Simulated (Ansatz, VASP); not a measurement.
## Two plane-wave programs on TePb

```xyz
2
Lattice="0.0000 3.2270 3.2270 3.2270 0.0000 3.2270 3.2270 3.2270 0.0000" Properties=species:S:1:pos:R:3 pbc="T T T"
Te    3.2270    3.2270    3.2270
Pb    0.0000   -0.3000    0.0000
```

Change from the starting cell: all Pb atoms moved -0.300 Å, as atom 2 along Cartesian [0 1 0].

Alike in both runs: task single point; functional PBE; k mesh 8 × 8 × 8; occupations gaussian, width 0.05 eV; no spin polarisation.

```csv
,VASP,Ansatz
version,VASP 6.6.1,Ansatz 0.2.0
potentials or method,"VASP PAW PBE potentials, release 64 (Te, Pb_d), cutoff 520 eV","scalar-relativistic, plane waves, PAW"
valence electrons in the cell,20,30
```

Ansatz gave:

- gap on the k mesh at the Fermi level (eV): 1.08
- least direct gap on the mesh (eV): 1.12
- pressure (GPa): 3.5
- traceless stress, the component that is largest in VASP (GPa): 2.48
- rms of the force components (eV/Å): 0.333

Task: Which values does VASP return?

Result: gap on the k mesh at the Fermi level (eV): 1.08; least direct gap on the mesh (eV): 1.13; pressure (GPa): 3.4; traceless stress, the component that is largest in VASP (GPa): 2.49; rms of the force components (eV/Å): 0.336.

Atom by atom the forces differ by 0.003 eV/Å (rms over components). VASP's potentials hold 20 valence electrons a cell and Ansatz's 30, so a difference there can come from the potentials and not from the codes.

Spin-orbit coupling is off throughout.
